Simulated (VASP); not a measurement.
# ZnS (rocksalt type) (Fm-3m) in VASP: further runs, part 2 of 2

VASP 6.6.1. The steps go on from the part before.

## 3. Single point, PBE

INCAR

```
PREC = Accurate
ENCUT = 500
EDIFF = 1E-6
ISMEAR = -1
SIGMA = 0.05
LREAL = F
LASPH = T
NELM = 120
ALGO = Normal
ISIF = 2
LWAVE = F
LCHARG = F
GGA = PE
NBANDS = 16
GGA_COMPAT = F
```

KPOINTS

```
Automatic mesh
0
Gamma
  15 15 15
```

POSCAR

```
ZnS
1.0
    0.0000000000      2.5517286076      2.5517286076
    2.5517286076      0.0000000000      2.5517286076
    2.5517286076      2.5517286076      0.0000000000
Zn S
1 1
Direct
    0.0000000000      0.0000000000      0.0000000000
    0.5000000000      0.5000000000      0.5000000000
```

Potentials or basis: VASP PAW PBE potentials, release 64 (Zn, S).

Run with:

```sh
> cat potpaw_PBE.64/Zn/POTCAR potpaw_PBE.64/S/POTCAR > POTCAR
> mpirun -np 1 vasp_std > vasp.out
```

OUTCAR:

```text
PREC = Accurate
   ENCUT = 500
   EDIFF = 1E-6
   ISMEAR = -1
   LREAL = F
   LASPH = T
   NELM = 120
   ISIF = 2
   GGA = PE

 ion  position               nearest neighbor table
   1  0.000  0.000  0.000-   2 2.55   2 2.55   2 2.55   2 2.55   2 2.55   2 2.55
   2  0.500  0.500  0.500-   1 2.55   1 2.55   1 2.55   1 2.55   1 2.55   1 2.55

  LATTYP: Found a face centered cubic cell.
 ALAT       =     5.1034572152

  Lattice vectors:

 A1 = (   0.0000000000,   2.5517286076,   2.5517286076)
 A2 = (   2.5517286076,   0.0000000000,   2.5517286076)
 A3 = (   2.5517286076,   2.5517286076,   0.0000000000)

Analysis of symmetry for initial positions (statically):
=====================================================================
 Subroutine PRICEL returns:
 Original cell was already a primitive cell.

 Routine SETGRP: Setting up the symmetry group for a
 face centered cubic supercell.

 Subroutine GETGRP returns: Found 48 space group operations
 (whereof 48 operations were pure point group operations)
 out of a pool of 48 trial point group operations.

The static configuration has the point symmetry O_h .

Analysis of symmetry for dynamics (positions and initial velocities):
=====================================================================
 Subroutine PRICEL returns:
 Original cell was already a primitive cell.

 Routine SETGRP: Setting up the symmetry group for a
 face centered cubic supercell.

 Subroutine GETGRP returns: Found 48 space group operations
 (whereof 48 operations were pure point group operations)
 out of a pool of 48 trial point group operations.

The dynamic configuration has the point symmetry O_h .

 Subroutine INISYM returns: Found 48 space group operations
 (whereof 48 operations are pure point group operations),
 and found     1 'primitive' translations

[... 105 lines left out ...]
   NELECT =      18.0000    total number of electrons
   NUPDOWN=      -1.0000    fix difference up-down
   EMIN   =  10.00;   EMAX   =-10.00  energy-range for DOS
   EFERMI =   0.00;   METHOD = LEGACY
   ISMEAR =    -1;   SIGMA  =   0.05  broadening in eV -4-tet -1-fermi 0-gaus
   EFERMI_NEDOS =   21; number of points for ismear=-14 and -15
   IALGO  =     38    algorithm
   IMIX   =      4    mixing-type and parameters
     AMIX     =   0.40;   BMIX     =  1.00
     AMIX_MAG =   1.60;   BMIX_MAG =  1.00
  volume/ion in A,a.u.               =      16.62       112.12
  Fermi-wavevector in a.u.,A,eV,Ry     =   1.334508  2.521854 24.230774  1.780912
  Thomas-Fermi vector in A             =   2.463284
   LORBIT       =      0    0 simple, 1 ext, 2 COOP (PROOUT), +10 PAW based schemes
   GGA     = PE    functional components
   LHFCALC =     F    Hartree Fock is set to
   AEXX    =    0.0000 exact exchange contribution
   IVDW    =     0    specifies the selected vdW correction
   LEPSILON=     F    determine dielectric tensor
   LRPA    =     F    only Hartree local field effects (RPA)
 non-spin polarized calculation
  energy-cutoff  :      500.00
  volume of cell :       33.23
 maximum number of plane-waves:       877
   NGX = 13   NGY = 13   NGZ = 13

 number of electron      18.0000002 magnetization

 Free energy of the ion-electron system (eV)
  ---------------------------------------------------
  ext. energy  EPLUGINS =         0.00000000
  ---------------------------------------------------
  free energy    TOTEN  =        -6.21568963 eV

  energy without entropy =       -6.21361879  energy(sigma->0) =       -6.21465421

 E-fermi :   3.8729     XC(G=0): -10.7871

 val. band max:        3.8156868608   @ k =  -0.4667   0.4667   0.0000
 cond. band min:       4.0223876485   @ k =   0.4667   0.4000   0.0000
 fundamental gap:      0.2067007877
 Fermi energy:         3.8729480102

 k-point     1 :       0.0000    0.0000    0.0000
  band No.  band energies     occupation
      1      -9.9601      2.00000
      2      -2.4599      2.00000
      3      -2.4599      2.00000
      4      -2.4455      2.00000
      5      -2.4455      2.00000
      6      -2.4455      2.00000
[... 433 lines left out ...]
      3      -2.4859      2.00000
      4      -2.4707      2.00000
      5      -2.4126      2.00000
      6      -2.3954      2.00000
[... 8 lines left out ...]
     15      15.8625      0.00000
     16      16.7721      0.00000

 [... further k-points ...]
[... 5 lines left out ...]
  --------------------------------------------------------------------------------------
  -------------------------------------------------------------------------------------
  Total        0.0319065      0.0319065      0.0319065      0.0000000      0.0000000     -0.0000000
  in kB        1.5383522      1.5383522      1.5383522      0.0000000      0.0000000     -0.0000000
  external PRESSURE =       1.5383522 kB  Pullay stress =       0.0000000 kB

 VOLUME and BASIS-vectors are now :
 -----------------------------------------------------------------------------
  energy-cutoff  :      500.00
  volume of cell :       33.23
      direct lattice vectors                 reciprocal lattice vectors
     0.000000000  2.551728608  2.551728608    -0.195945603  0.195945603  0.195945603
     2.551728608  0.000000000  2.551728608     0.195945603 -0.195945603  0.195945603
     2.551728608  2.551728608  0.000000000     0.195945603  0.195945603 -0.195945603

 POSITION                                       TOTAL-FORCE (eV/Angst)
 -----------------------------------------------------------------------------------
      0.00000      0.00000      0.00000         0.000000      0.000000      0.000000
      2.55173      2.55173      2.55173         0.000000     -0.000000     -0.000000
 -----------------------------------------------------------------------------------
    total drift:                               -0.000000      0.000000      0.000000

  FREE ENERGIE OF THE ION-ELECTRON SYSTEM (eV)
  ---------------------------------------------------
  free  energy   TOTEN  =        -6.2156896252 eV

  energy  without entropy=       -6.2136187886  energy(sigma->0) =       -6.21465421
```

Run time: 41 s. Hardware: 1 thread of Intel Xeon 6975P-C, shared host; peak memory 0.2 GiB.

Results:

| Item | Value |
| --- | --- |
| Free energy | -6.2157 eV |
| Pressure | 0.2 GPa |
| Band gap on the k mesh | zero (band 9 reaches 3.80 eV, above the bottom of band 10 at 3.56 eV) |

## 4. Relaxation of cell and atoms, PBE, target pressure 0.016 GPa, at which the enthalpy is minimised

INCAR

```
PREC = Accurate
ENCUT = 500
EDIFF = 1E-7
ISMEAR = -1
SIGMA = 0.05
LREAL = False
LASPH = True
NELM = 120
ALGO = Normal
ISIF = 3
LWAVE = False
LCHARG = False
GGA = PE
IBRION = 2
NSW = 60
EDIFFG = -0.005
PSTRESS = 0.16
GGA_COMPAT = False
NELMIN = 4
```

KPOINTS

```
Automatic mesh
0
Gamma
  14 14 14
```

POSCAR is that of step 3.

Potentials or basis: VASP PAW PBE potentials, release 64 (Zn, S).

Run with:

```sh
> cat potpaw_PBE.64/Zn/POTCAR potpaw_PBE.64/S/POTCAR > POTCAR
> mpirun -np 1 vasp_std > vasp.out
```

OUTCAR:

```text
PREC = Accurate
   ENCUT = 500
   EDIFF = 1E-7
   ISMEAR = -1
   LREAL = False
   LASPH = True
   NELM = 120
   ISIF = 3
   GGA = PE
   IBRION = 2
   NSW = 60
   EDIFFG = -0.005
   PSTRESS = 0.16
   NELMIN = 4

 ion  position               nearest neighbor table
   1  0.000  0.000  0.000-   2 2.55   2 2.55   2 2.55   2 2.55   2 2.55   2 2.55
   2  0.500  0.500  0.500-   1 2.55   1 2.55   1 2.55   1 2.55   1 2.55   1 2.55

  LATTYP: Found a face centered cubic cell.
 ALAT       =     5.1034572152

  Lattice vectors:
[... 614 lines left out ...]
     11       9.9327      0.00000
     12      11.1513      0.00000
     13      12.3239      0.00000

 [... further k-points ...]
[... 5 lines left out ...]
  --------------------------------------------------------------------------------------
  -------------------------------------------------------------------------------------
  Total       -0.0014207     -0.0014207     -0.0014207      0.0000000      0.0000000     -0.0000000
  in kB       -0.0683677     -0.0683677     -0.0683677      0.0000000      0.0000000     -0.0000000
  external PRESSURE =      -0.2283677 kB  Pullay stress =       0.1600000 kB

 VOLUME and BASIS-vectors are now :
 -----------------------------------------------------------------------------
  energy-cutoff  :      500.00
  volume of cell :       33.29
      direct lattice vectors                 reciprocal lattice vectors
    -0.000000000  2.553375373  2.553375373    -0.195819230  0.195819230  0.195819230
     2.553375373  0.000000000  2.553375373     0.195819230 -0.195819230  0.195819230
     2.553375373  2.553375373 -0.000000000     0.195819230  0.195819230 -0.195819230

 POSITION                                       TOTAL-FORCE (eV/Angst)
 -----------------------------------------------------------------------------------
     -0.00000      2.55338      2.55338        -0.000000      0.000000     -0.000000
      2.55338      2.55338      2.55338         0.000000     -0.000000      0.000000
 -----------------------------------------------------------------------------------
    total drift:                               -0.000000     -0.000000      0.000000

  FREE ENERGIE OF THE ION-ELECTRON SYSTEM (eV)
  ---------------------------------------------------
  free  energy   TOTEN  =        -6.2156677110 eV

  energy  without entropy=       -6.2131886207  energy(sigma->0) =       -6.21442817

  enthalpy is  TOTEN    =        -6.2123427742 eV   P V=        0.0033249368

 reached required accuracy - stopping structural energy minimisation
```

OSZICAR:

```text
N       E                     dE             d eps       ncg     rms          rms(c)
DAV:   1     0.859050923759E+02    0.85905E+02   -0.92111E+03  2720   0.172E+03
[... 14 lines left out ...]
       N       E                     dE             d eps       ncg     rms          rms(c)
DAV:   1    -0.621633944533E+01   -0.69316E-03   -0.91383E-03  3324   0.218E+00    0.192E-01
DAV:   2    -0.621575922455E+01    0.58022E-03   -0.19120E-03  3224   0.129E+00    0.741E-02
DAV:   3    -0.621568677235E+01    0.72452E-04   -0.82915E-05  2829   0.809E-02    0.325E-02
DAV:   4    -0.621567199408E+01    0.14778E-04   -0.55743E-06  3935   0.378E-02    0.181E-02
DAV:   5    -0.621566765896E+01    0.43351E-05   -0.21052E-06  4207   0.374E-02    0.241E-03
DAV:   6    -0.621566771096E+01   -0.51996E-07   -0.83101E-07  2709   0.117E-02
   2 F= -.62123428E+01 E0= -.62111032E+01  d E =-.150217E-04
```

CONTCAR:

```text
ZnS
   1.00000000000000
    -0.0000000000000000    2.5533753726912498    2.5533753726912498
     2.5533753726912498    0.0000000000000000    2.5533753726912498
     2.5533753726912498    2.5533753726912498   -0.0000000000000000
  Zn              S
     1     1
Direct
     1.0000000000000000    0.0000000000000000    0.0000000000000000
     0.5000000000000000    0.5000000000000000    0.5000000000000000

  0.00000000E+00  0.00000000E+00  0.00000000E+00
  0.00000000E+00  0.00000000E+00  0.00000000E+00
```

Run time: 54 s. Hardware: 1 thread of Intel Xeon 6975P-C, shared host; peak memory 0.19 GiB.

What came out:

```
Free energy                                            : -6.2157 eV
Relaxed volume                                         : 16.65 Å³/atom
Relaxed cell                                           : a = 3.611 Å, b = 3.611 Å, c = 3.611 Å, α = 60.00°, β = 60.00°, γ = 60.00°
Space group after relaxing (to 0.05 Å)                 : Fm-3m (No. 225)
Energy change on relaxing (the enthalpy is what falls) : -0.0 meV/atom
Ionic steps                                            : 2
Pressure after relaxing                                : 0.0 GPa
Band gap on the k mesh                                 : zero (band 9 reaches 3.78 eV, above the bottom of band 10 at 3.49 eV)
```

Final structure:
```yaml
crystal:
  lattice:
    - [0.00000, 2.55338, 2.55338]
    - [2.55338, 0.00000, 2.55338]
    - [2.55338, 2.55338, 0.00000]
  atoms:
    - { symbol: Zn, position: [0.00000, 0.00000, 0.00000] }
    - { symbol: S, position: [0.50000, 0.50000, 0.50000] }
```

Caveat: the cell is relaxed towards a set pressure, so the enthalpy falls and the energy may rise.

## 5. The runs side by side

```tsv
task	cell	k mesh	gap on the mesh (eV)	pressure (GPa)
single point	as given	14 × 14 × 14	none	0.1
single point	as given	15 × 15 × 15	none	0.2
relaxation of cell and atoms	relaxed to 0.016 GPa	14 × 14 × 14	none	0.0
```

Alike in all rows: level PBE; potentials or basis VASP PAW PBE potentials, release 64 (Zn, S); no spin polarisation; cutoff (eV) 500; smearing fermi-dirac 0.05 eV.

Caveats: the cell is relaxed towards a set pressure, so the enthalpy falls and the energy may rise (some runs).

Total energies depend on the potentials used, so only differences within one code and one set of settings carry meaning.
